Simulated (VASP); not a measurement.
Write the native input for VASP 6.6.1 that does the following.

```
Task                   : single point
Functional             : PBEsol
Potentials or basis    : VASP PAW PBE potentials, release 64 (Al, Au)
Cutoff                 : 520 eV
k mesh                 : 12 × 12 × 12
Occupations            : gaussian, width 0.1 eV
Spin                   : no spin polarisation
Dipole correction      : no
Further INCAR settings : ALGO = Normal; EDIFF = 1e-06; NBANDS = 16
```

The structure of Al2Au lies in POSCAR:

```
Al2Au
1.0
    0.0000000000      2.9402205992      2.9402205992
    2.9402205992      0.0000000000      2.9402205992
    2.9402205992      2.9402205992      0.0000000000
Al Au
2 1
Direct
    0.2500000000      0.2500000000      0.2500000000
    0.7500000000      0.7500000000      0.7500000000
    0.0000000000      0.0000000000      0.0000000000
```

The input as run:

INCAR

```
  ALGO = Normal
  EDIFF = 1E-6
  ENCUT = 520
  GGA = PS
  ISIF = 2
  ISMEAR = 0
  LASPH = T
  LCHARG = T
  LELF = T
  LREAL = F
  LVHAR = T
  LWAVE = F
  NBANDS = 16
  NELM = 100
  PREC = Accurate
  SIGMA = 0.1
```

KPOINTS

```
k-points
0
Gamma
  12 12 12
```

Potentials or basis: VASP PAW PBE potentials, release 64 (Al, Au).

Run with:

```bash
$ cat potpaw_PBE.64/Al/POTCAR potpaw_PBE.64/Au/POTCAR > POTCAR
$ mpirun -np 1 vasp_std > vasp.out
```

It gave:

The pressure is 8.0 GPa. The band gap on the k mesh is zero (an odd number of electrons rules out a gap without spin polarisation).

Caveat: the cell stands under pressure; the PAW data sets were made with another functional, which shifts forces and pressure a little; spin-orbit coupling is left out, which moves the levels of the heavy elements.

Run time: 67 s on 1 thread of Intel Xeon 8259CL, with other jobs on the host, peak memory 0.21 GiB.
